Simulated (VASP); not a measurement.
# Mg (I4/mmm) in VASP: a series of runs

Mg is run at these levels: r2SCAN; tasks: single point.

All numbers are computed with VASP 6.6.1; they aren't measurements. Logs are shortened: lines on timing, memory, paths and dates and some standing lists are left out, and cuts for length are marked.

## 1. The cell of the first run

Symmetry: I4/mmm, No. 139, tetragonal system. Conventional cell: a = 2.963 Å, b = 2.963 Å, c = 2.953 Å, α = 90.00°, β = 90.00°, γ = 90.00°. Mg (site symmetry 4/mmm) has 14 Mg at 2.56 to 2.96 Å within 3.4 Å.

This isn't the form of Mg at room conditions, which is hcp.

## 2. Single point, r2SCAN

Contents of POSCAR:

```
Mg
1.0
   -1.4814216667      1.4814216667      1.4765000000
    1.4814216667     -1.4814216667      1.4765000000
    1.4814216667      1.4814216667     -1.4765000000
Mg
1
Direct
    0.0000000000      0.0000000000      0.0000000000
```

Contents of INCAR.step1:

```
ALGO = Normal ; EDIFF = 1E-4
ENCUT = 520 ; GGA = PE
ISMEAR = -1 ; LASPH = T
LCHARG = F ; LREAL = F
LWAVE = T ; NBANDS = 7
NELM = 80 ; PREC = Accurate
SIGMA = 0.1
```

Contents of INCAR.step2:

```
ALGO = Normal ; EDIFF = 1E-7
ENCUT = 520 ; ISIF = 2
ISMEAR = -1 ; ISTART = 1
LASPH = T ; LCHARG = T
LELF = T ; LMIXTAU = T
LREAL = F ; LVHAR = T
LWAVE = F ; METAGGA = R2SCAN
NBANDS = 7 ; NELM = 80
PREC = Accurate ; SIGMA = 0.1
```

Contents of KPOINTS:

```
k-points
0
Gamma
  16 16 16
```

Potentials or basis: VASP PAW PBE potentials, release 64 (Mg).

Run with:

```
$ cat potpaw_PBE.64/Mg/POTCAR > POTCAR
$ cp INCAR.step1 INCAR
$ mpirun -np 1 vasp_std > vasp.out
$ cp INCAR.step2 INCAR
$ mpirun -np 1 vasp_std > vasp.out
```

OUTCAR:

```text
EDIFF = 1E-7
   ENCUT = 520
   ISIF = 2
   ISMEAR = -1
   ISTART = 1
   LASPH = T
   LREAL = F
   METAGGA = R2SCAN
   NELM = 80
   PREC = Accurate

 ion  position               nearest neighbor table
   1  0.000  0.000  0.000-

  LATTYP: Found a body centered tetragonal cell.
 ALAT       =     2.9628433334
 C/A-ratio  =     0.9966777408

  Lattice vectors:

 A1 = (  -1.4814216667,   1.4814216667,   1.4765000000)
 A2 = (   1.4814216667,  -1.4814216667,   1.4765000000)
 A3 = (   1.4814216667,   1.4814216667,  -1.4765000000)

Analysis of symmetry for initial positions (statically):
=====================================================================
 Subroutine PRICEL returns:
 Original cell was already a primitive cell.

 Routine SETGRP: Setting up the symmetry group for a
 body centered tetragonal supercell.

 Subroutine GETGRP returns: Found 16 space group operations
 (whereof 16 operations were pure point group operations)
 out of a pool of 16 trial point group operations.

The static configuration has the point symmetry D_4h.

Analysis of symmetry for dynamics (positions and initial velocities):
=====================================================================
 Subroutine PRICEL returns:
 Original cell was already a primitive cell.

 Routine SETGRP: Setting up the symmetry group for a
 body centered tetragonal supercell.

 Subroutine GETGRP returns: Found 16 space group operations
 (whereof 16 operations were pure point group operations)
 out of a pool of 16 trial point group operations.

The dynamic configuration has the point symmetry D_4h.

 Subroutine INISYM returns: Found 16 space group operations
 (whereof 16 operations are pure point group operations),
 and found     1 'primitive' translations

----------------------------------------------------------------------------------------

                                     Primitive cell

  volume of cell :      12.9614

  direct lattice vectors                    reciprocal lattice vectors
    -1.481421667  1.481421667  1.476500000     0.000000000  0.337513627  0.338638673
     1.481421667 -1.481421667  1.476500000     0.337513627  0.000000000  0.338638673
     1.481421667  1.481421667 -1.476500000     0.337513627  0.337513627  0.000000000

  length of vectors
     2.563059219  2.563059219  2.563059219     0.478112538  0.478112538  0.477316349

  position of ions in fractional coordinates (direct lattice)
     0.000000000  0.000000000  0.000000000

  ion indices of the primitive-cell ions
   primitive index   ion index
                 1           1

----------------------------------------------------------------------------------------

 KPOINTS: k-points

Automatic generation of k-mesh.
 Grid dimensions read from file:
 generate k-points for:   16   16   16

 Generating k-lattice:

  Cartesian coordinates                     Fractional coordinates (reciprocal lattice)
     0.000000000  0.021094602  0.021164917     0.062500000  0.000000000  0.000000000
     0.021094602  0.000000000  0.021164917     0.000000000  0.062500000  0.000000000
     0.021094602  0.021094602  0.000000000     0.000000000  0.000000000  0.062500000

  Length of vectors
     0.029882034  0.029882034  0.029832272

  Shift w.r.t. Gamma in fractional coordinates (k-lattice)
     0.000000000  0.000000000  0.000000000

 Subroutine IBZKPT returns following result:
 ===========================================

 Found    349 irreducible k-points:

 Following reciprocal coordinates:
            Coordinates               Weight
  0.000000  0.000000  0.000000      1.000000
  0.062500  0.000000 -0.000000      8.000000
  0.125000  0.000000 -0.000000      8.000000
  0.187500  0.000000 -0.000000      8.000000
  0.250000  0.000000 -0.000000      8.000000
  0.312500  0.000000 -0.000000      8.000000
[... 16 lines left out ...]
 -0.125000  0.062500  0.000000     16.000000
 -0.062500  0.062500  0.000000      4.000000
 [... further k-points ...]
   k-points           NKPTS =    349   k-points in BZ     NKDIM =    349   number of bands    NBANDS=      7
   number of dos      NEDOS =    301   number of ions     NIONS =      1
   total plane-waves  NPLWV =   8000
   dimension x,y,z NGX =    20 NGY =   20 NGZ =   20
   dimension x,y,z NGXF=    40 NGYF=   40 NGZF=   40
   ions per type =               1
   NGX,Y,Z   is equivalent  to a cutoff of  12.97, 12.97, 12.97 a.u.
   NGXF,Y,Z  is equivalent  to a cutoff of  25.94, 25.94, 25.94 a.u.
 SYSTEM =  unknown system
   PREC   = accura    normal or accurate (medium, high low for compatibility)
   ISTART =      1    job   : 0-new  1-cont  2-samecut
   ICHARG =      0    charge: 1-file 2-atom 10-const
   ISPIN  =      1    spin polarized calculation?
   LNONCOLLINEAR =      F non collinear calculations
   LSORBIT =      F    spin-orbit coupling
   LASPH  =      T    aspherical Exc in radial PAW
   ENCUT  =  520.0 eV  38.22 Ry    6.18 a.u.   4.77  4.77  4.77*2*pi/ulx,y,z
   NELM   =     80;   NELMIN=  2; NELMDL=  0     # of ELM steps
   EDIFF  = 0.1E-06   stopping-criterion for ELM
   LREAL  =      F    real-space projection
   EDIFFG = 0.1E-05   stopping-criterion for IOM
   NSW    =      0    number of steps for IOM
   IBRION =     -1    ionic relax: 0-MD 1-quasi-New 2-CG
   NFREE  =      0    steps in history (QN), initial steepest desc. (CG)
   ISIF   =      2    stress and relaxation
   ISYM   =      2    0-nonsym 1-usesym 2-fastsym
   POTIM  = 0.5000    time-step for ionic-motion
   TEBEG  =    0.0;   TEEND  =   0.0 temperature during run
   PSTRESS=    0.0 pullay stress
   NELECT =       2.0000    total number of electrons
   NUPDOWN=      -1.0000    fix difference up-down
   EMIN   =  10.00;   EMAX   =-10.00  energy-range for DOS
   EFERMI =   0.00;   METHOD = LEGACY
   ISMEAR =    -1;   SIGMA  =   0.10  broadening in eV -4-tet -1-fermi 0-gaus
   EFERMI_NEDOS =   21; number of points for ismear=-14 and -15
   IALGO  =     38    algorithm
   IMIX   =      4    mixing-type and parameters
     AMIX     =   0.40;   BMIX     =  1.00
     AMIX_MAG =   1.60;   BMIX_MAG =  1.00
  volume/ion in A,a.u.               =      12.96        87.47
  Fermi-wavevector in a.u.,A,eV,Ry     =   0.878081  1.659332 10.490448  0.771026
  Thomas-Fermi vector in A             =   1.998118
   LORBIT       =      0    0 simple, 1 ext, 2 COOP (PROOUT), +10 PAW based schemes
   METAGGA = R2SCAN    functional components
   LHFCALC =     F    Hartree Fock is set to
   AEXX    =    0.0000 exact exchange contribution
   IVDW    =     0    specifies the selected vdW correction
   LEPSILON=     F    determine dielectric tensor
   LRPA    =     F    only Hartree local field effects (RPA)
 non-spin polarized calculation
  energy-cutoff  :      520.00
  volume of cell :       12.96
 maximum number of plane-waves:       370
   NGX =  9   NGY =  9   NGZ =  9

 number of electron       2.0000000 magnetization

 Free energy of the ion-electron system (eV)
  ---------------------------------------------------
  ext. energy  EPLUGINS =         0.00000000
  ---------------------------------------------------
  free energy    TOTEN  =        -2.96535532 eV

  energy without entropy =       -2.95670209  energy(sigma->0) =       -2.96102871

 E-fermi :   6.5085     XC(G=0): -11.1277

 val. band max:        6.4956995938   @ k =   0.3750   0.1250   0.1250
 cond. band min:       6.5478292346   @ k =   0.3125   0.3125   0.0625
 fundamental gap:      0.0521296408
 Fermi energy:         6.5085439859

 k-point     1 :       0.0000    0.0000    0.0000
  band No.  band energies     occupation
      1      -3.8258      2.00000
      2      24.9066      0.00000
      3      25.0105      0.00000
      4      25.0105      0.00000
      5      27.7736      0.00000
      6      27.8883      0.00000
      7      29.4230      0.00000

 k-point     2 :       0.0625    0.0000   -0.0000
  band No.  band energies     occupation
      1      -3.6830      2.00000
      2      23.6083      0.00000
      3      24.1460      0.00000
      4      24.7985      0.00000
      5      26.7144      0.00000
      6      26.8612      0.00000
      7      30.4804      0.00000

 k-point     3 :       0.1250    0.0000   -0.0000
  band No.  band energies     occupation
      1      -3.2568      2.00000
      2      20.6114      0.00000
      3      22.6980      0.00000
      4      24.3889      0.00000
      5      25.5506      0.00000
      6      26.5175      0.00000
      7      31.7414      0.00000

 k-point     4 :       0.1875    0.0000   -0.0000
  band No.  band energies     occupation
      1      -2.5539      2.00000
      2      17.5260      0.00000
      3      21.2980      0.00000
      4      23.8904      0.00000
      5      24.4106      0.00000
      6      26.4582      0.00000
      7      32.3653      0.00000

 k-point     5 :       0.2500    0.0000   -0.0000
  band No.  band energies     occupation
      1      -1.5847      2.00000
      2      14.5993      0.00000
      3      20.1032      0.00000
      4      23.4125      0.00000
      5      23.4791      0.00000
      6      26.2540      0.00000
      7      32.7216      0.00000

 k-point     6 :       0.3125    0.0000   -0.0000
  band No.  band energies     occupation
      1      -0.3641      2.00000
      2      11.8720      0.00000
      3      19.1568      0.00000
      4      22.7622      0.00000
      5      23.0131      0.00000
      6      25.8961      0.00000
      7      33.4811      0.00000

 k-point     7 :       0.3750    0.0000   -0.0000
  band No.  band energies     occupation
      1       1.0868      2.00000
      2       9.3586      0.00000
      3      18.4747      0.00000
      4      22.2563      0.00000
      5      22.7184      0.00000
      6      25.5113      0.00000
      7      33.9528      0.00000
[... 121 lines left out ...]
 k-point    20 :      -0.3125    0.0625    0.0000
  band No.  band energies     occupation
      1      -0.9054      2.00000
      2      13.2607      0.00000
      3      18.5459      0.00000
      4      22.8488      0.00000
      5      23.7222      0.00000
      6      27.0004      0.00000
      7      31.8293      0.00000

 k-point    21 :      -0.2500    0.0625    0.0000
  band No.  band energies     occupation
      1      -1.9998      2.00000
      2      16.0566      0.00000
      3      19.5701      0.00000
      4      23.3933      0.00000
      5      24.4611      0.00000
      6      27.1431      0.00000
      7      31.5679      0.00000

 k-point    22 :      -0.1875    0.0625    0.0000
  band No.  band energies     occupation
      1      -2.8354      2.00000
      2      19.0000      0.00000
      3      20.8388      0.00000
      4      23.9913      0.00000
      5      25.2282      0.00000
      6      27.2040      0.00000
      7      31.5288      0.00000

 k-point    23 :      -0.1250    0.0625    0.0000
  band No.  band energies     occupation
      1      -3.3994      2.00000
      2      21.8025      0.00000
      3      22.4501      0.00000
      4      24.5428      0.00000
      5      25.8256      0.00000
      6      27.2620      0.00000
      7      30.5853      0.00000

 k-point    24 :      -0.0625    0.0625    0.0000
  band No.  band energies     occupation
      1      -3.6834      2.00000
      2      23.5193      0.00000
      3      24.2094      0.00000
      4      24.8510      0.00000
      5      26.6458      0.00000
      6      26.9199      0.00000
      7      30.4439      0.00000

 [... further k-points ...]

------------------------ aborting loop because EDIFF is reached ----------------------------------------

  FORCE on cell =-STRESS in cart. coord.  units (eV):
  Direction    XX          YY          ZZ          XY          YZ          ZX
  --------------------------------------------------------------------------------------
  -------------------------------------------------------------------------------------
  Total        4.9906560      4.9906560      5.0130173      0.0000000     -0.0000000      0.0000000
  in kB      616.9037223    616.9037223    619.6678480      0.0000000     -0.0000000      0.0000000
  external PRESSURE =     617.8250976 kB  Pullay stress =       0.0000000 kB

 VOLUME and BASIS-vectors are now :
 -----------------------------------------------------------------------------
  energy-cutoff  :      520.00
  volume of cell :       12.96
      direct lattice vectors                 reciprocal lattice vectors
    -1.481421667  1.481421667  1.476500000     0.000000000  0.337513627  0.338638673
     1.481421667 -1.481421667  1.476500000     0.337513627  0.000000000  0.338638673
     1.481421667  1.481421667 -1.476500000     0.337513627  0.337513627  0.000000000

 POSITION                                       TOTAL-FORCE (eV/Angst)
 -----------------------------------------------------------------------------------
      0.00000      0.00000      0.00000         0.000000      0.000000      0.000000
 -----------------------------------------------------------------------------------
    total drift:                                0.000000     -0.000000      0.000000

  FREE ENERGIE OF THE ION-ELECTRON SYSTEM (eV)
  ---------------------------------------------------
  free  energy   TOTEN  =        -2.9653553170 eV

  energy  without entropy=       -2.9567020930  energy(sigma->0) =       -2.96102871
```

It took 71 s on 1 thread of AMD EPYC 9R45 (Zen 5), shared host; peak memory 0.12 GiB.

What came out:

| Item | Value |
| --- | --- |
| Free energy | -2.9654 eV |
| Pressure | 61.8 GPa |
| Band gap on the k mesh | zero (bands 1 and 2 overlap by 4.93 eV) |

Caveat: the cell stands under pressure; the PAW data sets were made with another functional, which shifts forces and pressure a little.

(Part 1 of 2 ends here.)
